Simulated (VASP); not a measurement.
# BaTiO3 (P4mm) in VASP: a series of runs

The runs below take BaTiO3 through single point, with PBE+U.

All numbers are computed with VASP 6.6.1; they aren't measurements. Logs are shortened: lines on timing, memory, paths and dates and some standing lists are left out, and cuts for length are marked.

## 1. The cell of the first run

It takes space group P4mm (No. 99, tetragonal). The conventional cell has a = 4.000 Å, b = 4.000 Å, c = 4.018 Å, α = 90.00°, β = 90.00°, γ = 90.00°. Ba (site symmetry 4mm) has 12 O at 2.79 to 2.88 Å and 8 Ti at 3.45 to 3.49 Å within 3.7 Å. Within 2.5 Å of Ti (site symmetry 4mm) lie 6 O at 1.89 to 2.13 Å. O (site symmetry 4mm) has 2 Ti at 1.89 to 2.13 Å within 2.5 Å. Within 2.9 Å of O (site symmetry 2mm) lie 2 Ti at 2.00 Å and 4 Ba at 2.79 to 2.88 Å and 8 O at 2.83 to 2.84 Å.

## 2. Single point, PBE+U

File INCAR:

```
ALGO = Normal ; EDIFF = 1E-6
ENCUT = 520 ; GGA = PE
ISIF = 2 ; ISMEAR = 0
LASPH = True ; LCHARG = False
LDAU = True ; LDAUJ = 0 0 0
LDAUL = -1 2 -1 ; LDAUPRINT = 1
LDAUTYPE = 2 ; LDAUU = 0 5 0
LMAXMIX = 4 ; LREAL = False
LWAVE = False ; NBANDS = 28
NELM = 150 ; PREC = Accurate
SIGMA = 0.01
```

File KPOINTS:

```
k-points
0
Gamma
  4 4 4
```

File POSCAR:

```
BaTiO3
1.0
    3.9998000000      0.0000000000      0.0000000000
    0.0000000000      3.9998000000      0.0000000000
    0.0000000000      0.0000000000      4.0180000000
Ba Ti O
1 1 3
Direct
    0.0000000000      0.0000000000      0.0000000000
    0.5000000000      0.5000000000      0.4900000000
    0.5000000000      0.5000000000      0.0190000000
    0.5000000000      0.0000000000      0.5170000000
    0.0000000000      0.5000000000      0.5170000000
```

Potentials or basis: VASP PAW PBE potentials, release 64 (Ba_sv, Ti_sv, O).

Launch:

```bash
$ cat potpaw_PBE.64/Ba_sv/POTCAR potpaw_PBE.64/Ti_sv/POTCAR potpaw_PBE.64/O/POTCAR > POTCAR
$ mpirun -np 1 vasp_std > vasp.out
```

OUTCAR:

```text
EDIFF = 1E-6
   ENCUT = 520
   GGA = PE
   ISIF = 2
   ISMEAR = 0
   LASPH = True
   LREAL = False
   NELM = 150
   PREC = Accurate

 ion  position               nearest neighbor table
   1  0.000  0.000  0.000-   4 2.79   5 2.79   5 2.79   4 2.79   3 2.83   3 2.83   3 2.83   3 2.83
                             4 2.88   5 2.88   5 2.88   4 2.88   2 3.45   2 3.45   2 3.45   2 3.45
   2  0.500  0.500  0.490-   3 1.89   4 2.00   5 2.00   4 2.00   5 2.00   3 2.13   1 3.45   1 3.45
                             1 3.45   1 3.45   1 3.49   1 3.49   1 3.49   1 3.49
   3  0.500  0.500  0.019-   2 1.89   2 2.13   1 2.83   1 2.83   1 2.83   1 2.83
   4  0.500  0.000  0.517-   2 2.00   2 2.00   1 2.79   1 2.79   1 2.88   1 2.88
   5  0.000  0.500  0.517-   2 2.00   2 2.00   1 2.79   1 2.79   1 2.88   1 2.88

  LATTYP: Found a simple tetragonal cell.
 ALAT       =     3.9998000000
 C/A-ratio  =     1.0045502275

  Lattice vectors:

 A1 = (   3.9998000000,   0.0000000000,   0.0000000000)
 A2 = (   0.0000000000,   3.9998000000,   0.0000000000)
 A3 = (   0.0000000000,   0.0000000000,   4.0180000000)

Analysis of symmetry for initial positions (statically):
=====================================================================
 Subroutine PRICEL returns:
 Original cell was already a primitive cell.

 Routine SETGRP: Setting up the symmetry group for a
 simple tetragonal supercell.

 Subroutine GETGRP returns: Found  8 space group operations
 (whereof  8 operations were pure point group operations)
 out of a pool of 16 trial point group operations.

The static configuration has the point symmetry C_4v.

Analysis of symmetry for dynamics (positions and initial velocities):
=====================================================================
 Subroutine PRICEL returns:
 Original cell was already a primitive cell.

 Routine SETGRP: Setting up the symmetry group for a
 simple tetragonal supercell.

 Subroutine GETGRP returns: Found  8 space group operations
 (whereof  8 operations were pure point group operations)
 out of a pool of 16 trial point group operations.

The dynamic configuration has the point symmetry C_4v.

 Subroutine INISYM returns: Found  8 space group operations
 (whereof  8 operations are pure point group operations),
 and found     1 'primitive' translations

----------------------------------------------------------------------------------------

                                     Primitive cell

  volume of cell :      64.2816

  direct lattice vectors                    reciprocal lattice vectors
     3.999800000  0.000000000  0.000000000     0.250012501  0.000000000  0.000000000
     0.000000000  3.999800000  0.000000000     0.000000000  0.250012501  0.000000000
     0.000000000  0.000000000  4.018000000     0.000000000  0.000000000  0.248880040

  length of vectors
     3.999800000  3.999800000  4.018000000     0.250012501  0.250012501  0.248880040

  position of ions in fractional coordinates (direct lattice)
     0.000000000  0.000000000  0.000000000
     0.500000000  0.500000000  0.490000000
     0.500000000  0.500000000  0.019000000
     0.500000000  0.000000000  0.517000000
     0.000000000  0.500000000  0.517000000

  ion indices of the primitive-cell ions
   primitive index   ion index
                 1           1
                 2           2
                 3           3
                 4           4
                 5           5

----------------------------------------------------------------------------------------

 KPOINTS: k-points

Automatic generation of k-mesh.
 Grid dimensions read from file:
 generate k-points for:    4    4    4

 Generating k-lattice:

  Cartesian coordinates                     Fractional coordinates (reciprocal lattice)
     0.062503125  0.000000000  0.000000000     0.250000000  0.000000000  0.000000000
     0.000000000  0.062503125  0.000000000     0.000000000  0.250000000  0.000000000
[... 48 lines left out ...]
   LASPH  =      T    aspherical Exc in radial PAW
   ENCUT  =  520.0 eV  38.22 Ry    6.18 a.u.   7.44  7.44  7.47*2*pi/ulx,y,z
   NELM   =    150;   NELMIN=  2; NELMDL= -5     # of ELM steps
   EDIFF  = 0.1E-05   stopping-criterion for ELM
   LREAL  =      F    real-space projection
   EDIFFG = 0.1E-04   stopping-criterion for IOM
   NSW    =      0    number of steps for IOM
   IBRION =     -1    ionic relax: 0-MD 1-quasi-New 2-CG
   NFREE  =      0    steps in history (QN), initial steepest desc. (CG)
   ISIF   =      2    stress and relaxation
   ISYM   =      2    0-nonsym 1-usesym 2-fastsym
   POTIM  = 0.5000    time-step for ionic-motion
   TEBEG  =    0.0;   TEEND  =   0.0 temperature during run
   PSTRESS=    0.0 pullay stress
   NELECT =      40.0000    total number of electrons
   NUPDOWN=      -1.0000    fix difference up-down
   EMIN   =  10.00;   EMAX   =-10.00  energy-range for DOS
   EFERMI =   0.00;   METHOD = LEGACY
   ISMEAR =     0;   SIGMA  =   0.01  broadening in eV -4-tet -1-fermi 0-gaus
   EFERMI_NEDOS =   21; number of points for ismear=-14 and -15
   IALGO  =     38    algorithm
   IMIX   =      4    mixing-type and parameters
     AMIX     =   0.40;   BMIX     =  1.00
     AMIX_MAG =   1.60;   BMIX_MAG =  1.00
  volume/ion in A,a.u.               =      12.86        86.76
  Fermi-wavevector in a.u.,A,eV,Ry     =   1.397653  2.641181 26.578078  1.953434
  Thomas-Fermi vector in A             =   2.520888
   LORBIT       =      0    0 simple, 1 ext, 2 COOP (PROOUT), +10 PAW based schemes
 LDA+U is selected, type is set to LDAUTYPE =  2
   angular momentum for each species LDAUL =    -1    2   -1
   U (eV)           for each species LDAUU =   0.0  5.0  0.0
   J (eV)           for each species LDAUJ =   0.0  0.0  0.0
   GGA     = PE    functional components
   LHFCALC =     F    Hartree Fock is set to
   AEXX    =    0.0000 exact exchange contribution
   IVDW    =     0    specifies the selected vdW correction
   LEPSILON=     F    determine dielectric tensor
   LRPA    =     F    only Hartree local field effects (RPA)
 non-spin polarized calculation
 Gauss-broadening in eV      SIGMA  =   0.01
  energy-cutoff  :      520.00
  volume of cell :       64.28
 maximum number of plane-waves:      1755
 NGX is ok and might be reduce to    30
   NGX = 15   NGY = 15   NGZ = 15

atom =   2  type =  2  l = 2

 onsite density matrix

spin component  1

  0.0976  0.0000  0.0000  0.0000 -0.0000
  0.0000  0.1042  0.0000  0.0000  0.0000
  0.0000  0.0000  0.2402  0.0000 -0.0000
  0.0000  0.0000  0.0000  0.1042  0.0000
 -0.0000  0.0000 -0.0000  0.0000  0.2317

spin component  2

  0.0976  0.0000  0.0000  0.0000 -0.0000
  0.0000  0.1042  0.0000  0.0000  0.0000
  0.0000  0.0000  0.2402  0.0000 -0.0000
  0.0000  0.0000  0.0000  0.1042  0.0000
 -0.0000  0.0000 -0.0000  0.0000  0.2317

 occupancies and eigenvectors

  o =  0.0976  v =  1.0000  0.0000  0.0000  0.0000  0.0000  0.0000  0.0000  0.0000  0.0000  0.0000      0.0000  0.0000  0.0000  0.0000  0.0000  0.0000  0.0000  0.0000  0.0000  0.0000
  o =  0.0976  v =  0.0000  0.0000  0.0000  0.0000  0.0000  1.0000  0.0000  0.0000  0.0000  0.0000      0.0000  0.0000  0.0000  0.0000  0.0000  0.0000  0.0000  0.0000  0.0000  0.0000
  o =  0.1042  v =  0.0000 -0.9993  0.0000 -0.0370  0.0000  0.0000  0.0000  0.0000  0.0000  0.0000      0.0000  0.0000  0.0000  0.0000  0.0000  0.0000  0.0000  0.0000  0.0000  0.0000
  o =  0.1042  v =  0.0000  0.0000  0.0000  0.0000  0.0000  0.0000 -0.9993  0.0000 -0.0370  0.0000      0.0000  0.0000  0.0000  0.0000  0.0000  0.0000  0.0000  0.0000  0.0000  0.0000
  o =  0.1042  v =  0.0000 -0.0370 -0.0000  0.9993 -0.0000  0.0000  0.0000  0.0000  0.0000  0.0000      0.0000  0.0000  0.0000  0.0000  0.0000  0.0000  0.0000  0.0000  0.0000  0.0000
  o =  0.1042  v =  0.0000  0.0000  0.0000  0.0000  0.0000  0.0000 -0.0370 -0.0000  0.9993 -0.0000      0.0000  0.0000  0.0000  0.0000  0.0000  0.0000  0.0000  0.0000  0.0000  0.0000
  o =  0.2317  v =  0.0000  0.0000  0.0000  0.0000  0.0000  0.0000 -0.0000  0.0000 -0.0000 -1.0000      0.0000  0.0000  0.0000  0.0000  0.0000  0.0000  0.0000  0.0000  0.0000  0.0000
  o =  0.2317  v =  0.0000 -0.0000  0.0000 -0.0000 -1.0000  0.0000  0.0000  0.0000  0.0000  0.0000      0.0000  0.0000  0.0000  0.0000  0.0000  0.0000  0.0000  0.0000  0.0000  0.0000
  o =  0.2402  v =  0.0000  0.0000  1.0000  0.0000  0.0000  0.0000  0.0000  0.0000  0.0000  0.0000      0.0000  0.0000  0.0000  0.0000  0.0000  0.0000  0.0000  0.0000  0.0000  0.0000
  o =  0.2402  v =  0.0000  0.0000  0.0000  0.0000  0.0000  0.0000  0.0000  1.0000  0.0000  0.0000      0.0000  0.0000  0.0000  0.0000  0.0000  0.0000  0.0000  0.0000  0.0000  0.0000

 number of electron      39.9999977 magnetization

 Free energy of the ion-electron system (eV)
  ---------------------------------------------------
  ext. energy  EPLUGINS =         0.00000000
  ---------------------------------------------------
  free energy    TOTEN  =       -36.62378808 eV

  energy without entropy =      -36.62378808  energy(sigma->0) =      -36.62378808

 E-fermi :   4.0877     XC(G=0): -11.2517

 val. band max:        4.0214028382   @ k =   0.5000   0.5000   0.5000
 cond. band min:       6.3953137084   @ k =   0.0000   0.0000   0.0000
 fundamental gap:      2.3739108702
 Fermi energy:         4.0876955997

 k-point     1 :       0.0000    0.0000    0.0000
  band No.  band energies     occupation
      1     -53.9582      2.00000
      2     -30.1324      2.00000
      3     -30.1075      2.00000
      4     -30.1075      2.00000
      5     -20.8472      2.00000
      6     -12.9751      2.00000
[... 547 lines left out ...]
     27      11.6162      0.00000
     28      11.7677      0.00000

------------------------ aborting loop because EDIFF is reached ----------------------------------------

  FORCE on cell =-STRESS in cart. coord.  units (eV):
  Direction    XX          YY          ZZ          XY          YZ          ZX
  --------------------------------------------------------------------------------------
  -------------------------------------------------------------------------------------
  Total        3.1493399      3.1493399      3.7086602      0.0000000     -0.0000000      0.0000000
  in kB       78.4952965     78.4952965     92.4360002      0.0000000     -0.0000000      0.0000000
  external PRESSURE =      83.1421978 kB  Pullay stress =       0.0000000 kB

 VOLUME and BASIS-vectors are now :
 -----------------------------------------------------------------------------
  energy-cutoff  :      520.00
  volume of cell :       64.28
      direct lattice vectors                 reciprocal lattice vectors
     3.999800000  0.000000000  0.000000000     0.250012501  0.000000000  0.000000000
     0.000000000  3.999800000  0.000000000     0.000000000  0.250012501  0.000000000
     0.000000000  0.000000000  4.018000000     0.000000000  0.000000000  0.248880040

 POSITION                                       TOTAL-FORCE (eV/Angst)
 -----------------------------------------------------------------------------------
      0.00000      0.00000      0.00000        -0.000000      0.000000      0.063119
      1.99990      1.99990      1.96882        -0.000000     -0.000000      0.564157
      1.99990      1.99990      0.07634        -0.000000     -0.000000     -0.392762
      1.99990      0.00000      2.07731        -0.000000      0.000000     -0.117257
      0.00000      1.99990      2.07731         0.000000      0.000000     -0.117257
 -----------------------------------------------------------------------------------
    total drift:                                0.000000      0.000000      0.000355

  FREE ENERGIE OF THE ION-ELECTRON SYSTEM (eV)
  ---------------------------------------------------
  free  energy   TOTEN  =       -36.6237880750 eV

  energy  without entropy=      -36.6237880750  energy(sigma->0) =      -36.62378808
```

Wall time 33 s (1 thread of Intel Xeon Platinum 8375C at 2.90GHz (Ice Lake), shared host); peak memory 0.19 GiB.

Results:

* Free energy: -36.6238 eV
* Pressure: 8.3 GPa
* Largest force: 0.564 eV/Å
* Band gap on the k mesh: 2.37 eV (least direct gap 2.69 eV)

Forces in eV/Å, atoms in the order of the input:
```
Ba   0.000  0.000  0.063
Ti   0.000  0.000  0.564
O    0.000  0.000 -0.393
O    0.000  0.000 -0.117
O    0.000  0.000 -0.117
```

Stress tensor (GPa, compression positive):
```
7.85 0.00 0.00
0.00 7.85 0.00
0.00 0.00 9.24
```

Eigenvalues of the final occupation matrices:
| site | spin | trace | eigenvalues |
| --- | --- | --- | --- |
| site 2 d | 1 | 0.78 | 0.10 0.10 0.10 0.23 0.24 |
| site 2 d | 2 | 0.78 | 0.10 0.10 0.10 0.23 0.24 |

Caveat: the cell stands under pressure; spin-orbit coupling is left out, which moves the levels of the heavy elements. A k mesh can miss the band edges.

## 3. Single point, PBE+U

File INCAR:

```
ALGO = Normal
EDIFF = 1E-6
ENCUT = 520
GGA = PE
ISIF = 2
ISMEAR = 0
LASPH = True
LCHARG = False
LDAU = True
LDAUJ = 0 0 0
LDAUL = -1 2 -1
LDAUPRINT = 1
LDAUTYPE = 2
LDAUU = 0 7 0
LMAXMIX = 4
LREAL = False
LWAVE = False
NBANDS = 28
NELM = 150
PREC = Accurate
SIGMA = 0.01
```

KPOINTS is that of step 2.

POSCAR is that of step 2.

Potentials or basis: VASP PAW PBE potentials, release 64 (Ba_sv, Ti_sv, O).

Launch:

```bash
$ cat potpaw_PBE.64/Ba_sv/POTCAR potpaw_PBE.64/Ti_sv/POTCAR potpaw_PBE.64/O/POTCAR > POTCAR
$ mpirun -np 1 vasp_std > vasp.out
```

It took 32 s on 1 thread of Intel Xeon Platinum 8375C at 2.90GHz (Ice Lake), shared host; peak memory 0.19 GiB.

It converged, with:

```
Free energy            : -35.3813 eV
Pressure               : 10.0 GPa
Largest force          : 0.871 eV/Å
Band gap on the k mesh : 2.65 eV (least direct gap 2.98 eV)
```

Forces on the atoms (eV/Å):
```
Ba   0.000  0.000  0.059
Ti   0.000  0.000  0.871
O    0.000  0.000 -0.679
O    0.000  0.000 -0.126
O    0.000  0.000 -0.126
```

Stress tensor (GPa, compression positive):
```
 9.52  0.00  0.00
 0.00  9.52  0.00
 0.00  0.00 11.08
```

Levels at points of the mesh, in eV from the valence-band top:
```
           k point  band 16  band 17  band 18  band 19  band 20  band 21  band 22  band 23  band 24  band 25
(0.00, 0.00, 0.00)    -1.23    -1.16    -0.36    -0.32    -0.32     2.65     2.78     2.78     4.08     4.10
(0.50, 0.00, 0.00)    -1.99    -1.68    -1.64    -1.01    -0.95     2.98     4.08     4.32     4.32     5.81
(0.50, 0.50, 0.00)    -2.60    -2.03    -0.99    -0.99    -0.09     4.35     4.35     4.66     4.80     7.61
(0.00, 0.00, 0.50)    -1.99    -1.79    -1.79    -0.82    -0.82     2.87     4.08     4.35     4.35     5.91
(0.50, 0.00, 0.50)    -2.56    -1.99    -0.94    -0.92    -0.17     4.36     4.37     4.75     4.81     7.55
(0.50, 0.50, 0.50)    -2.29    -2.26    -0.08    -0.08     0.00     4.98     4.98     5.01     6.42     6.57
```

Eigenvalues of the final occupation matrices:
```csv
site,spin,trace,eigenvalues
site 2 d,1,0.74,0.09 0.09 0.09 0.23 0.24
site 2 d,2,0.74,0.09 0.09 0.09 0.23 0.24
```

Caveat: the cell stands under pressure; spin-orbit coupling is left out, which moves the levels of the heavy elements. A k mesh can miss the band edges.
